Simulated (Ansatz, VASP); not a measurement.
**One calculation of Pt, two programs**

File INCAR:

```
PREC = Accurate
ENCUT = 600
EDIFF = 1E-7
ISMEAR = -1
SIGMA = 0.1
LREAL = False
LASPH = True
NELM = 80
ALGO = Normal
ISIF = 3
LWAVE = False
LCHARG = False
GGA = CA
IBRION = 2
NSW = 80
EDIFFG = -0.01
```

File KPOINTS:

```
regular mesh
0
Gamma
  14 14 14
```

POSCAR

```
Pt
1.0
   -1.5568832667      1.5568832667      1.5568832667
    1.5568832667     -1.5568832667      1.5568832667
    1.5568832667      1.5568832667     -1.5568832667
Pt
1
Direct
    0.0000000000      0.0000000000      0.0000000000
```

Input for Ansatz:

```yaml
crystal:
  lattice:
    - [-1.5568832667, 1.5568832667, 1.5568832667]
    - [1.5568832667, -1.5568832667, 1.5568832667]
    - [1.5568832667, 1.5568832667, -1.5568832667]
  atoms:
    - { symbol: Pt, position: [0.0, 0.0, 0.0] }
hamiltonian:
  xc: lda
  pseudopotentials:
    kind: paw
    azcp:
      Pt: "pseudopotentials/Pt.paw.azcp"
basis:
  ecutwfc: 420
  fft_grid_basis: typed
kpoints:
  mp_grid: { grid: [14, 14, 14], shift: [0, 0, 0] }
magnetization:
  spin_polarized: false
scf:
  occupations: { method: fermi_dirac, width: 0.1 }
relax:
  max_steps: 60
  f_tol: 0.01
  cell: {}
output:
  write_density: true
  write_potential: true
  elf: true
  volumetric_format: npy
```

Alike in both runs: task relaxation of cell and atoms; functional LDA; k mesh 14 × 14 × 14; occupations fermi-dirac, width 0.1 eV; no spin polarisation.

|  | VASP | Ansatz |
| --- | --- | --- |
| version | VASP 6.6.1 | Ansatz 0.2.0 |
| potentials or method | VASP PAW LDA potentials, release 64 (Pt), cutoff 600 eV | plane waves (420 eV) with PAW, scalar-relativistic |
| valence electrons in the cell | 10 | 18 |

```csv
,VASP,Ansatz,Ansatz less VASP
relaxed volume (Å³/atom),14.98,14.94,-0.043
relaxed cell length with the largest relative difference (Å),2.690,2.687,-0.0026
```

Ansatz warns that its potentials were made for another functional, while VASP's fit it. LDA's correlation is that of Perdew and Zunger in VASP and of Perdew and Wang (1992) in Ansatz. VASP's potentials hold 10 valence electrons a cell and Ansatz's 18, so a difference there can come from the potentials and not from the codes.

Spin-orbit coupling is off throughout.
